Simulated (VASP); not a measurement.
# CaO in VASP: notebook

CaO is run at these levels: PBE, r2SCAN; tasks: single point.

Everything below comes from runs of VASP 6.6.1. Logs are shortened: lines on timing, memory, paths and dates and some standing lists are left out, and cuts for length are marked.

## Step 1: The cell of the first run

Symmetry: P4/mmm, No. 123, tetragonal system. The conventional cell has a = 2.764 Å, b = 2.764 Å, c = 2.903 Å, α = 90.00°, β = 90.00°, γ = 90.00°. Within 3.2 Å of Ca (site symmetry 4/mmm) lie 8 O at 2.43 Å and 6 Ca at 2.76 to 2.90 Å. Within 3.2 Å of O (site symmetry 4/mmm) lie 8 Ca at 2.43 Å and 6 O at 2.76 to 2.90 Å.

## Step 2: Single point, PBE (biaxial xy strain -4.8%)

Contents of INCAR:

```
  ALGO = Normal
  EDIFF = 1E-6
  ENCUT = 520
  GGA = PE
  ISIF = 2
  ISMEAR = -1
  LASPH = T
  LCHARG = T
  LELF = T
  LREAL = F
  LVHAR = T
  LWAVE = F
  NBANDS = 15
  NELM = 80
  PREC = Accurate
  SIGMA = 0.02
```

Contents of KPOINTS:

```
k-points
0
Gamma
  8 8 8
```

Contents of POSCAR:

```
CaO
1.0
    2.7635646136      0.0000000000      0.0000000000
    0.0000000000      2.7635646136      0.0000000000
    0.0000000000      0.0000000000      2.9032089648
Ca O
1 1
Direct
    0.0000000000      0.0000000000      0.0000000000
    0.5000000000      0.5000000000      0.5000000000
```

Potentials or basis: VASP PAW PBE potentials, release 64 (Ca_sv, O).

On the command line:

```console
> cat potpaw_PBE.64/Ca_sv/POTCAR potpaw_PBE.64/O/POTCAR > POTCAR
> mpirun -np 1 vasp_std > vasp.out
```

OUTCAR:

```text
EDIFF = 1E-6
   ENCUT = 520
   GGA = PE
   ISIF = 2
   ISMEAR = -1
   LASPH = T
   LREAL = F
   NELM = 80
   PREC = Accurate

 ion  position               nearest neighbor table
   1  0.000  0.000  0.000-   2 2.43   2 2.43   2 2.43   2 2.43   2 2.43   2 2.43   2 2.43   2 2.43

   2  0.500  0.500  0.500-   1 2.43   1 2.43   1 2.43   1 2.43   1 2.43   1 2.43   1 2.43   1 2.43

  LATTYP: Found a simple tetragonal cell.
 ALAT       =     2.7635646136
 C/A-ratio  =     1.0505305179

  Lattice vectors:

 A1 = (   2.7635646136,   0.0000000000,   0.0000000000)
 A2 = (   0.0000000000,   2.7635646136,   0.0000000000)
 A3 = (   0.0000000000,   0.0000000000,   2.9032089648)

Analysis of symmetry for initial positions (statically):
=====================================================================
 Subroutine PRICEL returns:
 Original cell was already a primitive cell.

 Routine SETGRP: Setting up the symmetry group for a
 simple tetragonal supercell.

 Subroutine GETGRP returns: Found 16 space group operations
 (whereof 16 operations were pure point group operations)
 out of a pool of 16 trial point group operations.

The static configuration has the point symmetry D_4h.

Analysis of symmetry for dynamics (positions and initial velocities):
=====================================================================
 Subroutine PRICEL returns:
 Original cell was already a primitive cell.

 Routine SETGRP: Setting up the symmetry group for a
 simple tetragonal supercell.

 Subroutine GETGRP returns: Found 16 space group operations
 (whereof 16 operations were pure point group operations)
 out of a pool of 16 trial point group operations.

The dynamic configuration has the point symmetry D_4h.

 Subroutine INISYM returns: Found 16 space group operations
 (whereof 16 operations are pure point group operations),
 and found     1 'primitive' translations

----------------------------------------------------------------------------------------

                                     Primitive cell

  volume of cell :      22.1726

  direct lattice vectors                    reciprocal lattice vectors
     2.763564614  0.000000000  0.000000000     0.361851500  0.000000000  0.000000000
     0.000000000  2.763564614  0.000000000     0.000000000  0.361851500  0.000000000
     0.000000000  0.000000000  2.903208965     0.000000000  0.000000000  0.344446443

  length of vectors
[... 91 lines left out ...]
   TEBEG  =    0.0;   TEEND  =   0.0 temperature during run
   PSTRESS=    0.0 pullay stress
   NELECT =      16.0000    total number of electrons
   NUPDOWN=      -1.0000    fix difference up-down
   EMIN   =  10.00;   EMAX   =-10.00  energy-range for DOS
   EFERMI =   0.00;   METHOD = LEGACY
   ISMEAR =    -1;   SIGMA  =   0.02  broadening in eV -4-tet -1-fermi 0-gaus
   EFERMI_NEDOS =   21; number of points for ismear=-14 and -15
   IALGO  =     38    algorithm
   IMIX   =      4    mixing-type and parameters
     AMIX     =   0.40;   BMIX     =  1.00
     AMIX_MAG =   1.60;   BMIX_MAG =  1.00
  volume/ion in A,a.u.               =      11.09        74.81
  Fermi-wavevector in a.u.,A,eV,Ry     =   1.468393  2.774860 29.336583  2.156178
  Thomas-Fermi vector in A             =   2.583896
   LORBIT       =      0    0 simple, 1 ext, 2 COOP (PROOUT), +10 PAW based schemes
   GGA     = PE    functional components
   LHFCALC =     F    Hartree Fock is set to
   AEXX    =    0.0000 exact exchange contribution
   IVDW    =     0    specifies the selected vdW correction
   LEPSILON=     F    determine dielectric tensor
   LRPA    =     F    only Hartree local field effects (RPA)
 non-spin polarized calculation
  energy-cutoff  :      520.00
  volume of cell :       22.17
 maximum number of plane-waves:       608
 NGX is ok and might be reduce to    24
   NGX = 11   NGY = 11   NGZ = 11

 number of electron      16.0000000 magnetization

 Free energy of the ion-electron system (eV)
  ---------------------------------------------------
  ext. energy  EPLUGINS =         0.00000000
  ---------------------------------------------------
  free energy    TOTEN  =       -11.59933984 eV

  energy without entropy =      -11.59933984  energy(sigma->0) =      -11.59933984

 E-fermi :   5.5734     XC(G=0): -11.7898

 val. band max:        5.0705617947   @ k =   0.5000   0.0000   0.5000
 cond. band min:       7.5682733703   @ k =   0.0000   0.0000   0.0000
 fundamental gap:      2.4977115756
 Fermi energy:         5.5733990386

 k-point     1 :       0.0000    0.0000    0.0000
  band No.  band energies     occupation
      1     -34.2068      2.00000
      2     -14.5627      2.00000
      3     -14.4044      2.00000
      4     -14.4044      2.00000
      5     -11.8419      2.00000
      6       4.3295      2.00000
      7       4.7987      2.00000
      8       4.7987      2.00000
      9       7.5683      0.00000
     10       7.5859      0.00000
     11      11.3787      0.00000
     12      13.8396      0.00000
     13      13.8396      0.00000
     14      14.1321      0.00000
[... 401 lines left out ...]
      2     -16.3986      2.00000
      3     -14.5090      2.00000
      4     -14.4377      2.00000
      5     -10.3998      2.00000
      6       1.2930      2.00000
      7       3.3136      2.00000
      8       4.2191      2.00000
      9       9.4314      0.00000
     10      11.9111      0.00000
     11      12.7032      0.00000
     12      13.3492      0.00000
     13      13.7054      0.00000
     14      17.7537      0.00000
     15      20.3941      0.00000

 [... further k-points ...]

------------------------ aborting loop because EDIFF is reached ----------------------------------------

  FORCE on cell =-STRESS in cart. coord.  units (eV):
  Direction    XX          YY          ZZ          XY          YZ          ZX
  --------------------------------------------------------------------------------------
  -------------------------------------------------------------------------------------
  Total        3.7030265      3.7030265      0.7138730      0.0000000      0.0000000      0.0000000
  in kB      267.5776663    267.5776663     51.5838772      0.0000000      0.0000000      0.0000000
  external PRESSURE =     195.5797366 kB  Pullay stress =       0.0000000 kB

 VOLUME and BASIS-vectors are now :
 -----------------------------------------------------------------------------
  energy-cutoff  :      520.00
  volume of cell :       22.17
      direct lattice vectors                 reciprocal lattice vectors
     2.763564614  0.000000000  0.000000000     0.361851500  0.000000000  0.000000000
     0.000000000  2.763564614  0.000000000     0.000000000  0.361851500  0.000000000
     0.000000000  0.000000000  2.903208965     0.000000000  0.000000000  0.344446443

 POSITION                                       TOTAL-FORCE (eV/Angst)
 -----------------------------------------------------------------------------------
      0.00000      0.00000      0.00000         0.000000      0.000000      0.000000
      1.38178      1.38178      1.45160         0.000000      0.000000      0.000000
 -----------------------------------------------------------------------------------
    total drift:                                0.000000      0.000000     -0.000000

  FREE ENERGIE OF THE ION-ELECTRON SYSTEM (eV)
  ---------------------------------------------------
  free  energy   TOTEN  =       -11.5993398403 eV

  energy  without entropy=      -11.5993398403  energy(sigma->0) =      -11.59933984
```

OSZICAR:

```text
N       E                     dE             d eps       ncg     rms          rms(c)
DAV:   1     0.122568875880E+03    0.12257E+03   -0.85503E+03  2250   0.113E+03
DAV:   2    -0.882884340629E+01   -0.13140E+03   -0.12316E+03  2748   0.300E+02
DAV:   3    -0.131078692011E+02   -0.42790E+01   -0.42534E+01  2579   0.564E+01
DAV:   4    -0.132068894668E+02   -0.99020E-01   -0.98898E-01  3134   0.782E+00
DAV:   5    -0.132085411143E+02   -0.16516E-02   -0.16516E-02  2652   0.875E-01    0.822E+00
DAV:   6    -0.116623106275E+02    0.15462E+01   -0.33778E+00  2574   0.214E+01    0.300E+00
DAV:   7    -0.116194758854E+02    0.42835E-01   -0.32817E-01  2520   0.585E+00    0.164E+00
DAV:   8    -0.116007738558E+02    0.18702E-01   -0.78996E-02  2915   0.270E+00    0.420E-01
DAV:   9    -0.115990076977E+02    0.17662E-02   -0.73553E-03  2674   0.750E-01    0.107E-01
DAV:  10    -0.115993758743E+02   -0.36818E-03   -0.80735E-04  2726   0.372E-01    0.482E-02
DAV:  11    -0.115993392973E+02    0.36577E-04   -0.78474E-05  2986   0.147E-01    0.144E-02
DAV:  12    -0.115993398115E+02   -0.51419E-06   -0.13469E-05  2469   0.399E-02    0.250E-03
DAV:  13    -0.115993398403E+02   -0.28862E-07   -0.58867E-07  1979   0.880E-03
   1 F= -.11599340E+02 E0= -.11599340E+02  d E =-.493934E-13
```

Wall time 13 s (1 thread of Intel Xeon Platinum 8488C (Sapphire Rapids), shared host); peak memory 0.15 GiB.

What came out:

```yaml
Free_energy: -11.5993 eV
Pressure: 19.6 GPa
Band_gap_on_the_k_mesh: 2.50 eV (least direct gap 2.77 eV)
```

Stress tensor (GPa, compression positive):
```
26.76  0.00  0.00
 0.00 26.76  0.00
 0.00  0.00  5.16
```

Caveat: the cell differs from its parent crystal (biaxial xy strain -4.8%); the cell stands under pressure. A k mesh can miss the band edges.

## Step 3: Single point, PBE (strain along [111] +4.4%)

Contents of INCAR:

```
SYSTEM = CaO
PREC = Accurate
ENCUT = 520
EDIFF = 1E-6
ISMEAR = -1
SIGMA = 0.02
LREAL = .False.
LASPH = .True.
NELM = 80
ALGO = Normal
ISIF = 2
LWAVE = .False.
LCHARG = .True.
GGA = PE
LELF = .True.
LVHAR = .True.
NBANDS = 15
```

Contents of KPOINTS:

```
Automatic mesh
0
Gamma
  8 8 8
  0 0 0
```

Contents of POSCAR:

```
CaO
1.0
    2.9454022684      0.0421933036      0.0421933036
    0.0421933036      2.9454022684      0.0421933036
    0.0421933036      0.0421933036      2.9454022684
Ca O
1 1
Direct
    0.0000000000      0.0000000000      0.0000000000
    0.5000000000      0.5000000000      0.5000000000
```

Potentials or basis: VASP PAW PBE potentials, release 64 (Ca_sv, O).

On the command line:

```console
> cat potpaw_PBE.64/Ca_sv/POTCAR potpaw_PBE.64/O/POTCAR > POTCAR
> mpirun -np 1 vasp_std > vasp.out
```

It took 12 s on 1 thread of Intel Xeon Platinum 8488C (Sapphire Rapids), shared host; peak memory 0.15 GiB.

It converged, with:

```
Free energy            : -11.8298 eV
Pressure               : -0.4 GPa
Band gap on the k mesh : 2.79 eV (least direct gap 3.07 eV)
```

Stress tensor (GPa, compression positive):
```
-0.39  0.54  0.54
 0.54 -0.39  0.54
 0.54  0.54 -0.39
```

Levels at points of the mesh, in eV from the valence-band top:
| k point | band 4 | band 5 | band 6 | band 7 | band 8 | band 9 | band 10 | band 11 | band 12 | band 13 |
| --- | --- | --- | --- | --- | --- | --- | --- | --- | --- | --- |
| (0.00, 0.00, 0.00) | -19.89 | -16.32 | -0.32 | -0.32 | -0.27 | 2.79 | 2.79 | 4.73 | 8.16 | 8.16 |
| (0.50, 0.00, 0.00) | -19.77 | -15.25 | -3.68 | -0.87 | -0.65 | 3.75 | 6.86 | 7.78 | 8.08 | 8.51 |
| (0.50, 0.50, 0.00) | -19.69 | -15.66 | -2.13 | -2.01 | 0.00 | 3.78 | 4.62 | 6.45 | 6.50 | 9.53 |
| (0.50, 0.50, 0.50) | -20.51 | -15.17 | -3.28 | -3.23 | -3.23 | 7.41 | 7.84 | 7.84 | 9.65 | 9.65 |

Caveat: the cell differs from its parent crystal (strain along [111] +4.4%). A k mesh can miss the band edges.

(Part 1 of 2 ends here.)
